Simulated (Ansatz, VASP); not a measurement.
**Two plane-wave programs on CdS**

```
CELL_PARAMETERS angstrom
0.00000 2.93921 2.93921
2.93921 0.00000 2.93921
2.93921 2.93921 0.00000
ATOMIC_POSITIONS crystal
Cd 0.00000 0.00000 0.00000
S 0.25000 0.25000 0.25000
```

Alike in both runs: task single point; functional r2SCAN; k mesh 8 × 8 × 8; no spin polarisation.

|  | VASP | Ansatz |
| --- | --- | --- |
| version | VASP 6.6.1 | Ansatz 0.2.0 |
| potentials or method | VASP PAW PBE potentials, release 64 (Cd, S) | plane waves, PAW |
| plane-wave cutoff (eV) | 550 | 500 |
| occupations | gaussian, width 0.01 eV | fixed |
| valence electrons in the cell | 18 | 26 |

Ansatz gave:

```
gap on the k mesh at the Fermi level (eV) : 1.54
pressure (GPa)                            : 0.0
```

Question: What did VASP give for the same quantities?

Answer: gap on the k mesh at the Fermi level (eV): 1.54; pressure (GPa): 0.3.

VASP's potentials were made for PBE, not for r2SCAN. VASP's potentials hold 18 valence electrons a cell and Ansatz's 26, so a difference there can come from the potentials and not from the codes.
